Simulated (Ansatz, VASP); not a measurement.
# Si6Ru: VASP beside Ansatz

```
CELL_PARAMETERS angstrom
3.78488 0.00000 0.00000
0.00000 3.78488 0.00000
0.00000 0.00000 7.85930
ATOMIC_POSITIONS crystal
Si 0.00000 0.50000 0.50000
Si 0.50000 0.00000 0.50000
Si 0.00000 0.50000 0.80799
Si 0.50000 0.00000 0.80799
Si 0.00000 0.50000 0.19201
Si 0.50000 0.00000 0.19201
Ru 0.00000 0.00000 0.00000
```

Alike in both runs: functional PBE; k mesh 4 × 4 × 2; occupations gaussian, width 0.2 eV; no spin polarisation.

Ansatz relaxed the structure, and its values are those at the end. VASP's run is a single point on that final structure, the one shown.

```csv
,VASP,Ansatz
version,VASP 6.6.1,Ansatz 0.2.0
potentials or method,"VASP PAW PBE potentials, release 64 (Si, Ru_pv), cutoff 520 eV","scalar-relativistic, plane waves, PAW"
valence electrons in the cell,38,40
```

|  | VASP | Ansatz | Ansatz less VASP |
| --- | --- | --- | --- |
| gap on the k mesh at the Fermi level (eV) | none | none | - |
| pressure (GPa) | -0.5 | -0.4 | +0.04 |

A gap of «none» marks a metal or a gap that the smearing closes. The functional is the same, so the differences come from potentials, cutoffs and numerics. VASP's potentials hold 38 valence electrons a cell and Ansatz's 40, so a difference there can come from the potentials and not from the codes.

The k mesh is coarse, so the values compare programs but aren't converged.
